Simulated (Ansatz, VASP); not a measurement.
# CsH in VASP and in Ansatz

```xyz
2
Lattice="3.6386 0.0000 0.0000 0.0000 3.6386 0.0000 0.0000 0.0000 3.6386" Properties=species:S:1:pos:R:3 pbc="T T T"
Cs    0.0000    0.0000    0.0000
H     1.8193    1.8193    1.8193
```

Alike in both runs: functional LDA; k mesh 8 × 8 × 8; occupations gaussian, width 0.02 eV; no spin polarisation.

Ansatz relaxed the structure, and its values are those at the end. VASP's run is a single point on that final structure, the one shown.

|  | VASP | Ansatz |
| --- | --- | --- |
| version | VASP 6.6.1 | Ansatz 0.2.0 |
| potentials or method | VASP PAW LDA potentials, release 64 (Cs_sv, H), cutoff 520 eV | scalar-relativistic, plane waves, PAW |
| valence electrons in the cell | 10 | 10 |

VASP gave:

```
gap on the k mesh at the Fermi level (eV) : 2.35
least direct gap on the mesh (eV)         : 2.35
pressure (GPa)                            : 0.1
```

Problem. Which values does Ansatz return?

Solution. gap on the k mesh at the Fermi level (eV): 2.42; least direct gap on the mesh (eV): 2.42; pressure (GPa): 0.0.

LDA's correlation is that of Perdew and Zunger in VASP and of Perdew and Wang (1992) in Ansatz.

Spin-orbit coupling is off throughout.
